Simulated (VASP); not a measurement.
# PbSe: single point with r2SCAN+rVV10

Crystal: PbSe.

```
Pb Se
1.0
     0.00000    3.02818    3.02818
     3.02818    0.00000    3.02818
     3.02818    3.02818    0.00000
Pb Se
1 1
Direct
  0.50000 0.50000 0.50000
  0.00000 0.00000 0.00000
```

This cell differs from its parent crystal: volume scaled by 0.96.

```yaml
Program: VASP 6.6.1
Task: single point
Functional: r2SCAN
Dispersion: rVV10
Potentials_or_basis: VASP PAW PBE potentials, release 64 (Pb_d, Se)
Cutoff: 520 eV
k_mesh: 6 × 6 × 6
Occupations: gaussian, width 0.05 eV
Spin: no spin polarisation
```

| Quantity | Value |
| --- | --- |
| Pressure | 2.6 GPa |
| Band gap on the k mesh | 0.42 eV, direct |

Levels at points of the mesh, in eV from the valence-band top:
```csv
k point,band 7,band 8,band 9,band 10,band 11,band 12,band 13,band 14
"(0.00, 0.00, 0.00)",-6.33,-2.23,-2.23,-2.23,5.06,5.06,5.06,6.80
"(0.50, 0.00, 0.00)",-9.31,-1.79,-1.79,0.00,0.42,1.78,1.78,9.02
"(0.50, 0.50, 0.00)",-7.64,-5.51,-3.66,-3.66,3.77,6.08,6.08,6.57
```

Wall time 57 s on 1 thread of Intel(R) Xeon(R) 6975P-C (Granite Rapids), with other jobs on the host, peak memory 0.32 GiB.

Caveat: the PAW data sets were made with another functional, which shifts forces and pressure a little; spin-orbit coupling is left out, which moves the levels of the heavy elements. A k mesh can miss the band edges.
